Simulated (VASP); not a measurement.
A run of VASP 6.6.1 is set up as follows.

The input INCAR:

```
  PREC = Accurate
  ENCUT = 600
  EDIFF = 1E-8
  ISMEAR = 0
  SIGMA = 0.01
  LREAL = False
  LASPH = True
  NELM = 100
  ALGO = Normal
  ISIF = 3
  LWAVE = False
  LCHARG = False
  METAGGA = R2SCAN
  LMIXTAU = True
  NBANDS = 11
  IBRION = 6
  NFREE = 2
  POTIM = 0.015
  NSW = 1
```

The input KPOINTS:

```
Automatic mesh
0
Gamma
  8 8 8
```

The input POSCAR:

```
AlN
1.0
    0.0000000000      2.1848999748      2.1848999748
    2.1848999748      0.0000000000      2.1848999748
    2.1848999748      2.1848999748      0.0000000000
Al N
1 1
Direct
    0.0000000000      0.0000000000      0.0000000000
    0.2500000000      0.2500000000      0.2500000000
```

Potentials or basis: VASP PAW PBE potentials, release 64 (Al, N).

Command:

```console
$ cat potpaw_PBE.64/Al/POTCAR potpaw_PBE.64/N/POTCAR > POTCAR
$ mpirun -np 1 vasp_std > vasp.out
```

(1) Estimate the elastic constants C11, C12, C44.

(2) Estimate the Voigt bulk modulus.

(3) What does it give for the highest phonon frequency at Γ, LO-TO splitting left out?

Answers

(1) 309, 162, 198 GPa.

(2) 211 GPa.

(3) 667 cm⁻¹.

Caveat: the PAW data sets were made with another functional, which shifts forces and pressure a little.
